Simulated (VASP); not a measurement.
A run of VASP 6.6.1 is set up as follows.

The input INCAR:

```
SYSTEM = HgTe
  PREC = Accurate
  ENCUT = 520
  EDIFF = 1E-6
  ISMEAR = 0
  SIGMA = 0.1
  LREAL = .FALSE.
  LASPH = .TRUE.
  NELM = 100
  ALGO = Normal
  ISIF = 2
  LWAVE = .FALSE.
  LCHARG = .FALSE.
  GGA = PE
  IVDW = 12
  NBANDS = 16
```

The input KPOINTS:

```
regular mesh
0
G
  12 12 12
  0 0 0
```

File POSCAR:

```
HgTe
1.0
    0.0000000000      2.9581958731      2.9581958731
    2.9581958731      0.0000000000      2.9581958731
    2.9581958731      2.9581958731      0.0000000000
Hg Te
1 1
Direct
    0.0000000000      0.0000000000      0.0000000000
    0.5000000000      0.5000000000      0.5000000000
```

Potentials or basis: VASP PAW PBE potentials, release 64 (Hg, Te).

Command:

```console
$ cat potpaw_PBE.64/Hg/POTCAR potpaw_PBE.64/Te/POTCAR > POTCAR
$ mpirun -np 1 vasp_std > vasp.out
```

(1) Predict the band gap on the k mesh.

(2) What does it give for the pressure?

Results:

(1) zero (band 9 reaches 5.85 eV, above the bottom of band 10 at 2.83 eV).

(2) 4.2 GPa.

Caveat: spin-orbit coupling is left out, which moves the levels of the heavy elements; pairwise dispersion overbinds metals, which lowers pressure and volume.
